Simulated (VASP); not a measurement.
Wanted: the native input for a VASP 6.6.1 run.

```
Task                   : single point
Functional             : r2SCAN
Potentials or basis    : VASP PAW PBE potentials, release 64 (Ba_sv, Ti_sv, O)
Cutoff                 : 520 eV
k mesh                 : 6 × 6 × 6
Occupations            : fermi-dirac, width 0.02 eV
Spin                   : no spin polarisation
Dipole correction      : no
Further INCAR settings : ALGO = Normal; EDIFF = 1e-06; NBANDS = 28
```

The system is BaTiO3.

```xyz
5
Lattice="3.9941 0.0000 0.0000 0.0000 3.9941 0.0000 0.0000 0.0000 3.9941" Properties=species:S:1:pos:R:3 pbc="T T T"
Ba    1.9970    1.9970    1.9970
Ti    0.0000    0.0000    0.0000
O     1.9970    0.0000    0.0000
O     0.0000    1.9970    0.0000
O     0.0000    0.0000    1.9970
```

These files were run (other wordings do the same):

POSCAR

```
BaTiO3
1.0
    3.9940959787      0.0000000000      0.0000000000
    0.0000000000      3.9940959787      0.0000000000
    0.0000000000      0.0000000000      3.9940959787
Ba Ti O
1 1 3
Direct
    0.5000000000      0.5000000000      0.5000000000
    0.0000000000      0.0000000000      0.0000000000
    0.5000000000      0.0000000000      0.0000000000
    0.0000000000      0.5000000000      0.0000000000
    0.0000000000      0.0000000000      0.5000000000
```

INCAR.step1

```
SYSTEM = BaTiO3
PREC = Accurate
ENCUT = 520
ISMEAR = -1
SIGMA = 0.02
LREAL = .False.
LASPH = .True.
NELM = 100
NBANDS = 28
GGA = PE
ALGO = Normal
EDIFF = 1E-4
LWAVE = .True.
LCHARG = .False.
```

INCAR.step2

```
SYSTEM = BaTiO3
PREC = Accurate
ENCUT = 520
EDIFF = 1E-6
ISMEAR = -1
SIGMA = 0.02
LREAL = .False.
LASPH = .True.
NELM = 100
ALGO = Normal
ISIF = 2
LWAVE = .False.
LCHARG = .False.
METAGGA = R2SCAN
LMIXTAU = .True.
NBANDS = 28
ISTART = 1
```

KPOINTS

```
Automatic mesh
0
Gamma
  6 6 6
  0 0 0
```

Potentials or basis: VASP PAW PBE potentials, release 64 (Ba_sv, Ti_sv, O).

The run is started by

```console
$ cat potpaw_PBE.64/Ba_sv/POTCAR potpaw_PBE.64/Ti_sv/POTCAR potpaw_PBE.64/O/POTCAR > POTCAR
$ cp INCAR.step1 INCAR
$ mpirun -np 1 vasp_std > vasp.out
$ cp INCAR.step2 INCAR
$ mpirun -np 1 vasp_std > vasp.out
```

Results of the run:

| Property | Result |
| --- | --- |
| Pressure | 2.0 GPa |
| Band gap on the k mesh | 2.15 eV (least direct gap 2.30 eV) |

Caveat: the PAW data sets were made with another functional, which shifts forces and pressure a little; spin-orbit coupling is left out, which moves the levels of the heavy elements.

Wall time 3.9 min on 1 thread of Intel Xeon 8259CL, with other jobs on the host, peak memory 0.19 GiB.
